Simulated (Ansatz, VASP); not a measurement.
## Ta in VASP and in Ansatz

```
Ta
1.0
    -1.65128    1.65128    1.51918
     1.65128   -1.65128    1.51918
     1.65128    1.65128   -1.51918
Ta
1
Direct
  0.00000 0.00000 0.00000
```

Change from the starting cell: strain +0.000 along x and y, -0.080 along z, atoms carried along.

Alike in both runs: task single point; functional PBE; k mesh 20 × 20 × 20; occupations gaussian, width 0.15 eV; no spin polarisation.

|  | VASP | Ansatz |
| --- | --- | --- |
| version | VASP 6.6.1 | Ansatz 0.2.0 |
| potentials or method | VASP PAW PBE potentials, release 64 (Ta_pv), cutoff 520 eV | scalar-relativistic, plane waves, PAW |
| valence electrons in the cell | 11 | 13 |

Ansatz gave:

```
gap on the k mesh at the Fermi level (eV)                     : none
pressure (GPa)                                                : 23.7
traceless stress, the component that is largest in VASP (GPa) : 6.14
```

Q: What did VASP give for the same quantities?

A: gap on the k mesh at the Fermi level (eV): none; pressure (GPa): 24.0; traceless stress, the component that is largest in VASP (GPa): 6.12.

A gap of «none» marks a metal or a gap that the smearing closes. VASP's potentials hold 11 valence electrons a cell and Ansatz's 13, so a difference there can come from the potentials and not from the codes.

Spin-orbit coupling is off throughout.
